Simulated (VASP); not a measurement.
Set up this calculation in VASP 6.6.1, as the native input.

```
Task                   : single point
Functional             : r2SCAN
Potentials or basis    : VASP PAW PBE potentials, release 64 (Mo_sv, S)
Cutoff                 : 520 eV
k mesh                 : 10 × 10 × 10
Occupations            : fermi-dirac, width 0.05 eV
Spin                   : no spin polarisation
Hubbard terms          : Mo d U = 1.0 eV
Dipole correction      : no
Further INCAR settings : ALGO = Normal; EDIFF = 1e-06; NBANDS = 20
```

The system is MoS2.

```
Mo S
1.0
     1.59262    0.91950    6.49437
    -1.59262    0.91950    6.49437
     0.00000   -1.83900    6.49437
Mo S
1 2
Direct
  0.00011 0.00011 0.00011
  0.41311 0.41311 0.41311
  0.25378 0.25378 0.25378
```

The input as run:

POSCAR

```
MoS2
1.0
    1.5926222020      0.9195008570      6.4943695585
   -1.5926222020      0.9195008570      6.4943695585
    0.0000000000     -1.8390017141      6.4943695585
Mo S
1 2
Direct
    0.0001070957      0.0001070957      0.0001070957
    0.4131144214      0.4131144214      0.4131144214
    0.2537784829      0.2537784829      0.2537784829
```

INCAR.step1

```
PREC = Accurate ; ENCUT = 520
ISMEAR = -1 ; SIGMA = 0.05
LREAL = False ; LASPH = True
NELM = 150 ; LMAXMIX = 4
LDAU = True ; LDAUTYPE = 2
LDAUL = 2 -1 ; LDAUU = 1 0
LDAUJ = 0 0 ; NBANDS = 20
GGA = PE ; ALGO = Normal
EDIFF = 1E-4 ; LWAVE = True
LCHARG = False
```

INCAR.step2

```
PREC = Accurate ; ENCUT = 520
EDIFF = 1E-6 ; ISMEAR = -1
SIGMA = 0.05 ; LREAL = False
LASPH = True ; NELM = 150
ALGO = Normal ; ISIF = 2
LWAVE = False ; LCHARG = True
LMAXMIX = 4 ; LDAU = True
LDAUTYPE = 2 ; LDAUL = 2 -1
LDAUU = 1 0 ; LDAUJ = 0 0
LDAUPRINT = 1 ; METAGGA = R2SCAN
LMIXTAU = True ; LELF = True
LVHAR = True ; NBANDS = 20
ISTART = 1
```

KPOINTS

```
regular mesh
0
Gamma
  10 10 10
```

Potentials or basis: VASP PAW PBE potentials, release 64 (Mo_sv, S).

Command:

```bash
$ cat potpaw_PBE.64/Mo_sv/POTCAR potpaw_PBE.64/S/POTCAR > POTCAR
$ cp INCAR.step1 INCAR
$ mpirun -np 1 vasp_std > vasp.out
$ cp INCAR.step2 INCAR
$ mpirun -np 1 vasp_std > vasp.out
```

Results of the run:

```yaml
Pressure: 0.6 GPa
Largest_force: 0.072 eV/Å
Band_gap_on_the_k_mesh: 1.28 eV (least direct gap 2.00 eV)
```

Caveat: the PAW data sets were made with another functional, which shifts forces and pressure a little.

It took 12 min on 1 thread of Intel(R) Xeon(R) 6975P-C (Granite Rapids), with other jobs on the host, peak memory 0.45 GiB.
